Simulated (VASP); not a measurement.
# BAs (F-43m) in VASP: a series of runs, part 3 of 3

VASP 6.6.1.

## Step 5: Vibrations by perturbation theory, PBEsol

This run uses another cell than the first one, of 12.39 Å³/atom, 0.915 times its volume.

Contents of INCAR:

```
SYSTEM = BAs
PREC = Accurate
ENCUT = 520
EDIFF = 1E-8
ISMEAR = 0
SIGMA = 0.01
LREAL = .False.
LASPH = .True.
NELM = 60
ALGO = Normal
ISIF = 2
LWAVE = .False.
LCHARG = .False.
GGA = PS
NBANDS = 11
IBRION = 8
NSW = 1
LEPSILON = .True.
```

Contents of KPOINTS:

```
Automatic mesh
0
Gamma
  10 10 10
  0 0 0
```

Contents of POSCAR:

```
BAs
1.0
    0.0000000000      2.3141226513      2.3141226513
    2.3141226513      0.0000000000      2.3141226513
    2.3141226513      2.3141226513      0.0000000000
B As
1 1
Direct
    0.0000000000      0.0000000000      0.0000000000
    0.7500000000      0.7500000000      0.7500000000
```

Potentials or basis: VASP PAW PBE potentials, release 64 (B, As).

Launch:

```sh
> cat potpaw_PBE.64/B/POTCAR potpaw_PBE.64/As/POTCAR > POTCAR
> mpirun -np 1 vasp_std > vasp.out
```

OUTCAR:

```text
SYSTEM = BAs
   PREC = Accurate
   ENCUT = 520
   EDIFF = 1E-8
   ISMEAR = 0
   LREAL = .False.
   LASPH = .True.
   NELM = 60
   ISIF = 2
   GGA = PS
   IBRION = 8
   NSW = 1
   LEPSILON = .True.

 ion  position               nearest neighbor table
   1  0.000  0.000  0.000-   2 2.00   2 2.00   2 2.00   2 2.00
   2  0.750  0.750  0.750-   1 2.00   1 2.00   1 2.00   1 2.00

  LATTYP: Found a face centered cubic cell.
 ALAT       =     4.6282453026

  Lattice vectors:

 A1 = (   0.0000000000,   2.3141226513,   2.3141226513)
 A2 = (   2.3141226513,   0.0000000000,   2.3141226513)
 A3 = (   2.3141226513,   2.3141226513,   0.0000000000)

Analysis of symmetry for initial positions (statically):
=====================================================================
 Subroutine PRICEL returns:
 Original cell was already a primitive cell.

 Routine SETGRP: Setting up the symmetry group for a
 face centered cubic supercell.

 Subroutine GETGRP returns: Found 24 space group operations
 (whereof 24 operations were pure point group operations)
 out of a pool of 48 trial point group operations.

The static configuration has the point symmetry T_d .

Analysis of symmetry for dynamics (positions and initial velocities):
=====================================================================
 Subroutine PRICEL returns:
 Original cell was already a primitive cell.

 Routine SETGRP: Setting up the symmetry group for a
 face centered cubic supercell.
[... 594 lines left out ...]

 PIEZOELECTRIC TENSOR (including local field effects)  for field in x, y, z        (C/m^2)
          XX          YY          ZZ          XY          YZ          ZX
  --------------------------------------------------------------------------------
  x     0.00000     0.00000     0.00000     0.00000    -0.21467     0.00000
  y    -0.00000    -0.00000    -0.00000     0.00000     0.00000    -0.21467
  z     0.00000     0.00000     0.00000    -0.21467     0.00000     0.00000

 BORN EFFECTIVE CHARGES (including local field effects) (in |e|, cummulative output)
 ---------------------------------------------------------------------------------
 ion    1
    1    -0.78569    -0.00000    -0.00000
    2     0.00000    -0.78569     0.00000
    3    -0.00000     0.00000    -0.78569
 ion    2
    1     0.78569     0.00000     0.00000
    2     0.00000     0.78569     0.00000
    3     0.00000     0.00000     0.78569

 INTERNAL STRAIN TENSOR FOR ION    2 for displacements in x,y,z  (eV/Angst):
          X           Y           Z          XY          YZ          ZX
  --------------------------------------------------------------------------------
  x    -0.00000    -0.00000    -0.00000     0.00000    11.56725     0.00000
  y    -0.00000    -0.00000    -0.00000     0.00000     0.00000    11.56725
  z    -0.00000    -0.00000    -0.00000    11.56725     0.00000     0.00000

 SECOND DERIVATIVES (NOT SYMMETRIZED)
 ------------------------------------
               1X          1Y          1Z          2X          2Y          2Z
  1X   -20.130739    0.000000    0.000000   20.130739    0.000000    0.000000
  1Y     0.000000  -20.130739    0.000000    0.000000   20.130739    0.000000
  1Z     0.000000    0.000000  -20.130739    0.000000    0.000000   20.130739
  2X    20.122584    0.000000    0.000000  -20.122584    0.000000    0.000000
  2Y     0.000000   20.122584    0.000000    0.000000  -20.122584    0.000000
  2Z     0.000000    0.000000   20.122584    0.000000    0.000000  -20.122584

 Eigenvectors and eigenvalues of the dynamical matrix
 ----------------------------------------------------

   1 f  =   22.819488 THz   143.379069 2PiTHz  761.176171 cm-1    94.373775 meV
             X         Y         Z           dx          dy          dz
      0.000000  0.000000  0.000000     0.934850    0.000000    0.000000
      3.471184  3.471184  3.471184    -0.355044    0.000000    0.000000
[... 21 lines left out ...]
   6 f/i=    0.001534 THz     0.009641 2PiTHz    0.051183 cm-1     0.006346 meV
             X         Y         Z           dx          dy          dz
      0.000000  0.000000  0.000000     0.039243   -0.290205   -0.200741
      3.471184  3.471184  3.471184     0.103329   -0.764126   -0.528563

--------------------------------------------------------------------------------------------------------

 MACROSCOPIC STATIC DIELECTRIC TENSOR IONIC CONTRIBUTION
 ------------------------------------------------------
           0.223928     0.000000     0.000000
           0.000000     0.223928     0.000000
           0.000000     0.000000     0.223928
 ------------------------------------------------------

 ELASTIC MODULI CONTR FROM IONIC RELAXATION (kBar)
 Direction    XX          YY          ZZ          XY          YZ          ZX
 --------------------------------------------------------------------------------
 XX          -0.0000     -0.0000     -0.0000      0.0000      0.0000      0.0000
 YY          -0.0000     -0.0000     -0.0000      0.0000      0.0000      0.0000
 ZZ          -0.0000     -0.0000     -0.0000      0.0000      0.0000      0.0000
 XY           0.0000      0.0000      0.0000   -444.6559      0.0000      0.0000
 YZ           0.0000      0.0000      0.0000      0.0000   -444.6559      0.0000
 ZX           0.0000      0.0000      0.0000      0.0000      0.0000   -444.6559
 --------------------------------------------------------------------------------

 PIEZOELECTRIC TENSOR IONIC CONTR  for field in x, y, z        (C/m^2)
          XX          YY          ZZ          XY          YZ          ZX
  --------------------------------------------------------------------------------
  x    -0.00000    -0.00000    -0.00000     0.00000     0.29692     0.00000
  y    -0.00000    -0.00000    -0.00000     0.00000     0.00000     0.29692
  z    -0.00000    -0.00000    -0.00000     0.29692     0.00000     0.00000
```

OSZICAR:

```text
N       E                     dE             d eps       ncg     rms          rms(c)
DAV:   1     0.124140477800E+02    0.12414E+02   -0.38572E+03  1034   0.650E+02
DAV:   2    -0.121681002525E+02   -0.24582E+02   -0.23652E+02  1352   0.109E+02
[... 141 lines left out ...]
RMM:   4    -0.362388585867E-01   -0.88092E-04   -0.23248E-04  6294   0.295E-02    0.324E-03
RMM:   5    -0.362118789991E-01    0.26980E-04   -0.28704E-05  6665   0.222E-03    0.816E-04
RMM:   6    -0.362051749856E-01    0.67040E-05   -0.29584E-06  6612   0.529E-04    0.158E-04
RMM:   7    -0.362047528588E-01    0.42213E-06   -0.77081E-08  6801   0.663E-05    0.600E-05
RMM:   8    -0.362047664681E-01   -0.13609E-07    0.63978E-08  6834   0.207E-05    0.416E-06
RMM:   9    -0.362047748169E-01   -0.83488E-08   -0.39384E-08  6722   0.528E-06    0.104E-06
 Linear response finished
```

stdout:

```text
POSCAR found type information on POSCAR B As
 POSCAR found :  2 types and       2 ions
 scaLAPACK will be used
 -----------------------------------------------------------------------------
|                                                                             |
|                                                                             |
|     You enforced a specific xc type in the INCAR file but a different       |
[... 39 lines left out ...]
 force on displaced ion       1 direction 1 : -20.131  -0.000  -0.000
 Born effective charge ion    1 direction 1 :  -0.799   0.000   0.000
 Linear response progress:
 first order change of Fermi-energy   0.35441E-01
 force on displaced ion       2 direction 1 : -20.123   0.000   0.000
 Born effective charge ion    2 direction 1 :   0.776   0.000   0.000
 Born effective charges drift removed
 Linear response finished
```

It took 86 s on 1 thread of Intel Xeon 6975P-C (Granite Rapids), shared host; peak memory 0.24 GiB.

Results:

* Electronic dielectric tensor (diagonal): 9.66
* Born charges (mean of the diagonal): B -0.79; As +0.79 e
* Highest phonon frequency at Γ, LO-TO splitting left out: 761 cm⁻¹

Phonon frequencies in cm⁻¹ (negative: imaginary):
```
              q point        frequencies
(0.000, 0.000, 0.000)  0 0 0 761 761 761
```

Electronic dielectric tensor:
```
9.66 0.00 0.00
0.00 9.66 0.00
0.00 0.00 9.66
```

Born effective charge tensors (e):
atom 1, B
```
-0.79  0.00  0.00
 0.00 -0.79  0.00
 0.00  0.00 -0.79
```
atom 2, As
```
0.79 0.00 0.00
0.00 0.79 0.00
0.00 0.00 0.79
```

Caveat: the cell wasn't relaxed at this level first, which shifts response properties; the PAW data sets were made with another functional, which shifts forces and pressure a little.

## Step 6: Vibrations by perturbation theory, PBEsol

This run uses another cell than the first one, of 12.87 Å³/atom, 0.950 times its volume.

Contents of INCAR:

```
PREC = Accurate
ENCUT = 520
EDIFF = 1E-8
ISMEAR = 0
SIGMA = 0.01
LREAL = F
LASPH = T
NELM = 80
ALGO = Normal
ISIF = 2
LWAVE = F
LCHARG = F
GGA = PS
NBANDS = 11
IBRION = 8
NSW = 1
LEPSILON = T
```

Contents of KPOINTS:

```
Automatic mesh
0
Gamma
  10 10 10
```

Contents of POSCAR:

```
BAs
1.0
    0.0000000000      2.3434970223      2.3434970223
    2.3434970223      0.0000000000      2.3434970223
    2.3434970223      2.3434970223      0.0000000000
B As
1 1
Direct
    0.0000000000      0.0000000000      0.0000000000
    0.7500000000      0.7500000000      0.7500000000
```

Potentials or basis: VASP PAW PBE potentials, release 64 (B, As).

Launch:

```sh
> cat potpaw_PBE.64/B/POTCAR potpaw_PBE.64/As/POTCAR > POTCAR
> mpirun -np 1 vasp_std > vasp.out
```

OUTCAR:

```text
PREC = Accurate
   ENCUT = 520
   EDIFF = 1E-8
   ISMEAR = 0
   LREAL = F
   LASPH = T
   NELM = 80
   ISIF = 2
   GGA = PS
   IBRION = 8
   NSW = 1
   LEPSILON = T

 ion  position               nearest neighbor table
   1  0.000  0.000  0.000-   2 2.03   2 2.03   2 2.03   2 2.03
   2  0.750  0.750  0.750-   1 2.03   1 2.03   1 2.03   1 2.03

  LATTYP: Found a face centered cubic cell.
 ALAT       =     4.6869940446

  Lattice vectors:

 A1 = (   0.0000000000,   2.3434970223,   2.3434970223)
 A2 = (   2.3434970223,   0.0000000000,   2.3434970223)
 A3 = (   2.3434970223,   2.3434970223,   0.0000000000)

Analysis of symmetry for initial positions (statically):
=====================================================================
 Subroutine PRICEL returns:
 Original cell was already a primitive cell.

 Routine SETGRP: Setting up the symmetry group for a
 face centered cubic supercell.

 Subroutine GETGRP returns: Found 24 space group operations
 (whereof 24 operations were pure point group operations)
 out of a pool of 48 trial point group operations.

The static configuration has the point symmetry T_d .

Analysis of symmetry for dynamics (positions and initial velocities):
=====================================================================
 Subroutine PRICEL returns:
 Original cell was already a primitive cell.

 Routine SETGRP: Setting up the symmetry group for a
 face centered cubic supercell.

 Subroutine GETGRP returns: Found 24 space group operations
 (whereof 24 operations were pure point group operations)
 out of a pool of 48 trial point group operations.

The dynamic configuration has the point symmetry T_d .

 Subroutine INISYM returns: Found 24 space group operations
 (whereof 24 operations are pure point group operations),
 and found     1 'primitive' translations

----------------------------------------------------------------------------------------

                                     Primitive cell

  volume of cell :      25.7409

  direct lattice vectors                    reciprocal lattice vectors
     0.000000000  2.343497022  2.343497022    -0.213356362  0.213356362  0.213356362
     2.343497022  0.000000000  2.343497022     0.213356362 -0.213356362  0.213356362
     2.343497022  2.343497022  0.000000000     0.213356362  0.213356362 -0.213356362

  length of vectors
     3.314205272  3.314205272  3.314205272     0.369544060  0.369544060  0.369544060

  position of ions in fractional coordinates (direct lattice)
     0.000000000  0.000000000  0.000000000
     0.750000000  0.750000000  0.750000000

  ion indices of the primitive-cell ions
[... 524 lines left out ...]
 -----------------------------------------------------------------------------
    -0.00028 -0.16516  0.00000
    -0.16516 -0.00028  0.00000
     0.00000  0.00000  0.00002

--------------------------------------- Ionic step        4  -------------------------------------------

------------------------ aborting loop because EDIFF is reached ----------------------------------------

[... ionic steps 5 to 6 ...]

--------------------------------------- Ionic step        7  -------------------------------------------

 Free energy of the ion-electron system (eV)
  ---------------------------------------------------
  ---------------------------------------------------
  free energy    TOTEN  =        -0.03644043 eV

  energy without entropy =       -0.03644043

------------------------ aborting loop because EDIFF is reached ----------------------------------------

 INTERNAL STRAIN TENSOR  FOR ION    2  DIRECTION 1   (eV/Angst):
 -----------------------------------------------------------------------------
    -0.00896  0.00000  0.00000
     0.00000  0.00674  9.70426
     0.00000  9.70426  0.00674

 MACROSCOPIC STATIC DIELECTRIC TENSOR (including local field effects in DFT)
 ------------------------------------------------------
           9.776321     0.000000    -0.000000
          -0.000000     9.776321    -0.000000
          -0.000000     0.000000     9.776321
 ------------------------------------------------------

 PIEZOELECTRIC TENSOR (including local field effects)  for field in x, y, z        (e  Angst)
          XX          YY          ZZ          XY          YZ          ZX
  --------------------------------------------------------------------------------
  x     0.00000    -0.00000     0.00000     0.00000    -0.26005     0.00000
  y    -0.00000    -0.00000     0.00000     0.00000     0.00000    -0.26005
  z    -0.00000     0.00000     0.00000    -0.26005     0.00000     0.00000

 PIEZOELECTRIC TENSOR (including local field effects)  for field in x, y, z        (C/m^2)
          XX          YY          ZZ          XY          YZ          ZX
  --------------------------------------------------------------------------------
  x     0.00000    -0.00000     0.00000     0.00000    -0.16186     0.00000
  y    -0.00000    -0.00000     0.00000     0.00000     0.00000    -0.16186
  z    -0.00000     0.00000     0.00000    -0.16186     0.00000     0.00000

 BORN EFFECTIVE CHARGES (including local field effects) (in |e|, cummulative output)
 ---------------------------------------------------------------------------------
 ion    1
    1    -0.67351     0.00000     0.00000
    2     0.00000    -0.67351     0.00000
    3    -0.00000     0.00000    -0.67351
 ion    2
    1     0.67351     0.00000     0.00000
    2     0.00000     0.67351    -0.00000
    3     0.00000    -0.00000     0.67351

 INTERNAL STRAIN TENSOR FOR ION    2 for displacements in x,y,z  (eV/Angst):
          X           Y           Z          XY          YZ          ZX
  --------------------------------------------------------------------------------
  x     0.00000     0.00000     0.00000     0.00000     9.70426     0.00000
  y     0.00000     0.00000     0.00000     0.00000     0.00000     9.70426
  z     0.00000     0.00000     0.00000     9.70426     0.00000     0.00000

 SECOND DERIVATIVES (NOT SYMMETRIZED)
 ------------------------------------
               1X          1Y          1Z          2X          2Y          2Z
  1X   -18.661630    0.000000    0.000000   18.661630    0.000000    0.000000
  1Y     0.000000  -18.661630    0.000000    0.000000   18.661630    0.000000
  1Z     0.000000    0.000000  -18.661630    0.000000    0.000000   18.661630
  2X    18.657580    0.000000    0.000000  -18.657580    0.000000    0.000000
  2Y     0.000000   18.657580    0.000000    0.000000  -18.657580    0.000000
  2Z     0.000000    0.000000   18.657580    0.000000    0.000000  -18.657580

 Eigenvectors and eigenvalues of the dynamical matrix
 ----------------------------------------------------

   1 f  =   21.971311 THz   138.049816 2PiTHz  732.884033 cm-1    90.865998 meV
             X         Y         Z           dx          dy          dz
      0.000000  0.000000  0.000000    -0.000000    0.000000   -0.934839
      3.515246  3.515246  3.515246    -0.000000    0.000000    0.355073
[... 21 lines left out ...]
   6 f/i=    0.000791 THz     0.004973 2PiTHz    0.026400 cm-1     0.003273 meV
             X         Y         Z           dx          dy          dz
      0.000000  0.000000  0.000000    -0.029122    0.293019    0.198415
      3.515246  3.515246  3.515246    -0.076672    0.771462    0.522389

--------------------------------------------------------------------------------------------------------

 MACROSCOPIC STATIC DIELECTRIC TENSOR IONIC CONTRIBUTION
 ------------------------------------------------------
           0.170892     0.000000     0.000000
           0.000000     0.170892    -0.000000
           0.000000    -0.000000     0.170892
 ------------------------------------------------------

 ELASTIC MODULI CONTR FROM IONIC RELAXATION (kBar)
 Direction    XX          YY          ZZ          XY          YZ          ZX
 --------------------------------------------------------------------------------
 XX          -0.0000     -0.0000     -0.0000      0.0000      0.0000      0.0000
 YY          -0.0000     -0.0000     -0.0000      0.0000      0.0000      0.0000
 ZZ          -0.0000     -0.0000     -0.0000      0.0000      0.0000      0.0000
 XY           0.0000      0.0000      0.0000   -326.5451      0.0000      0.0000
 YZ           0.0000      0.0000      0.0000      0.0000   -326.5451      0.0000
 ZX           0.0000      0.0000      0.0000      0.0000      0.0000   -326.5451
 --------------------------------------------------------------------------------

 PIEZOELECTRIC TENSOR IONIC CONTR  for field in x, y, z        (C/m^2)
          XX          YY          ZZ          XY          YZ          ZX
  --------------------------------------------------------------------------------
  x     0.00000    -0.00000    -0.00000     0.00000     0.22228     0.00000
  y    -0.00000     0.00000    -0.00000    -0.00000     0.00000     0.22228
  z    -0.00000    -0.00000    -0.00000     0.22228     0.00000    -0.00000
```

OSZICAR:

```text
N       E                     dE             d eps       ncg     rms          rms(c)
DAV:   1     0.116170406953E+02    0.11617E+02   -0.38177E+03  1034   0.647E+02
DAV:   2    -0.122094876654E+02   -0.23827E+02   -0.23125E+02  1353   0.106E+02
[... 133 lines left out ...]
RMM:   4    -0.364717518138E-01   -0.57953E-04   -0.22850E-04  6301   0.294E-02    0.321E-03
RMM:   5    -0.364473650463E-01    0.24387E-04   -0.27771E-05  6656   0.232E-03    0.795E-04
RMM:   6    -0.364412089469E-01    0.61561E-05   -0.27711E-06  6606   0.563E-04    0.175E-04
RMM:   7    -0.364404732470E-01    0.73570E-06   -0.24193E-07  6824   0.778E-05    0.554E-05
RMM:   8    -0.364403825404E-01    0.90707E-07   -0.15263E-08  6784   0.213E-05    0.110E-05
RMM:   9    -0.364404343020E-01   -0.51762E-07   -0.27593E-08  6852   0.816E-06    0.989E-07
RMM:  10    -0.364404344194E-01   -0.11739E-09    0.61397E-10  5041   0.115E-06    0.597E-07
 Linear response finished
```

It took 2.8 min on 1 thread of Intel Xeon 6975P-C (Granite Rapids), shared host; peak memory 0.26 GiB.

Results:

```yaml
Electronic_dielectric_tensor_diagonal: 9.78
Born_charges_mean_of_the_diagonal: B -0.67; As +0.67 e
Highest_phonon_frequency_at_Γ_LO-TO_splitting_left_out: 733 cm⁻¹
```

Phonon frequencies in cm⁻¹ (negative: imaginary):
| q point | frequencies |
| --- | --- |
| (0.000, 0.000, 0.000) | 0 0 0 733 733 733 |

Electronic dielectric tensor:
```
9.78 0.00 0.00
0.00 9.78 0.00
0.00 0.00 9.78
```

Born effective charge tensors (e):
atom 1, B
```
-0.67  0.00  0.00
 0.00 -0.67  0.00
 0.00  0.00 -0.67
```
atom 2, As
```
0.67 0.00 0.00
0.00 0.67 0.00
0.00 0.00 0.67
```

Caveat: the cell wasn't relaxed at this level first, which shifts response properties; the PAW data sets were made with another functional, which shifts forces and pressure a little.
